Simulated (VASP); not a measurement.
In3Se:

```xyz
4
Lattice="4.8038 0.0000 0.0000 0.0000 4.8038 0.0000 0.0000 0.0000 4.8038" Properties=species:S:1:pos:R:3 pbc="T T T"
In    0.0000    2.4019    2.4019
In    2.4019    0.0000    2.4019
In    2.4019    2.4019    0.0000
Se    0.0000    0.0000    0.0000
```

| Item | Value |
| --- | --- |
| Program | VASP 6.6.1 |
| Task | relaxation of cell and atoms |
| Functional | PBE |
| Dispersion | D3(BJ) |
| Potentials or basis | VASP PAW PBE potentials, release 64 (In_d, Se) |
| Cutoff | 600 eV |
| k mesh | 10 × 10 × 10 |
| Occupations | gaussian, width 0.1 eV |
| Spin | no spin polarisation |

At the start: pressure -2.1 GPa; volume 27.71 Å³/atom.

Problem. How do energy, volume and symmetry change on relaxing?

Solution. Over 3 steps the energy falls by 12.1 meV/atom and the volume is 26.03 Å³/atom (-6.1 %); space group Pm-3m (No. 221, to 0.05 Å).

Step by step:
```tsv
step	energy change (eV)	largest force (eV/Å)	pressure (GPa)	volume (Å³)
1	0.0000	0.0000	-2.14	110.85
2	-0.0474	0.0000	-0.35	105.01
3	-0.0484	0.0000	-0.02	104.11
```

Final structure:
```
In Se
1.0
     4.70427    0.00000    0.00000
     0.00000    4.70427    0.00000
     0.00000    0.00000    4.70427
In Se
3 1
Direct
  0.00000 0.50000 0.50000
  0.50000 0.00000 0.50000
  0.50000 0.50000 0.00000
  0.00000 0.00000 0.00000
```

Caveat: pairwise dispersion overbinds metals, which lowers pressure and volume.
